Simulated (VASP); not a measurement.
**SiNi3: single point with LDA**

Crystal: SiNi3.

```xyz
4
Lattice="3.4697 0.0000 0.0000 0.0000 3.4697 0.0000 0.0000 0.0000 3.4697" Properties=species:S:1:pos:R:3 pbc="T T T"
Ni    1.7348    1.7348    0.0000
Ni    1.7348    0.0000    1.7348
Ni    0.0000    1.7348    1.7348
Si    0.0000    0.0000    0.0000
```

This cell differs from its parent crystal: volume scaled by 0.94.

```json
{
 "Program": "VASP 6.6.1",
 "Task": "single point",
 "Functional": "LDA",
 "Potentials or basis": "VASP PAW LDA potentials, release 64 (Ni, Si)",
 "Cutoff": "520 eV",
 "k mesh": "8 × 8 × 8",
 "Occupations": "fermi-dirac, width 0.05 eV",
 "Spin": "collinear spin, ferromagnetic start",
 "Starting moments": "[1.0, 1.0, 1.0, 0.0] μB"
}
```

The pressure is -8.3 GPa and the band gap on the k mesh is zero (filled and empty bands overlap). The net moment is 0.00 μB per cell and the valence electrons inside the program's atomic spheres are Ni 9.55; Si 1.57.

Levels at points of the mesh, in eV from the Fermi level:
Spin up:
```csv
k point,band 15,band 16,band 17,band 18,band 19,band 20
"(0.00, 0.00, 0.00)",-0.63,-0.30,0.03,0.03,0.03,5.10
"(0.50, 0.00, 0.00)",-1.20,-0.56,0.03,3.76,3.76,5.37
"(0.50, 0.50, 0.00)",-1.17,-1.05,-1.01,0.70,0.70,5.82
"(0.50, 0.50, 0.50)",-1.31,-0.41,-0.22,-0.22,-0.22,1.35
```
Spin down:
| k point | band 13 | band 14 | band 15 | band 16 | band 17 | band 18 | band 19 | band 20 | band 21 | band 22 |
| --- | --- | --- | --- | --- | --- | --- | --- | --- | --- | --- |
| (0.00, 0.00, 0.00) | -0.87 | -0.63 | -0.63 | -0.30 | 0.03 | 0.03 | 0.03 | 5.10 | 6.54 | 6.54 |
| (0.50, 0.00, 0.00) | -1.39 | -1.33 | -1.20 | -0.56 | 0.03 | 3.76 | 3.76 | 5.37 | 5.37 | 5.39 |
| (0.50, 0.50, 0.00) | -1.49 | -1.47 | -1.17 | -1.05 | -1.01 | 0.70 | 0.70 | 5.82 | 6.51 | 7.82 |
| (0.50, 0.50, 0.50) | -1.49 | -1.31 | -1.31 | -0.41 | -0.22 | -0.22 | -0.22 | 1.35 | 4.17 | 4.17 |

Run time: 55 s on 1 thread of Intel(R) Xeon(R) Platinum 8488C (Sapphire Rapids), on a shared host, peak memory 0.18 GiB.
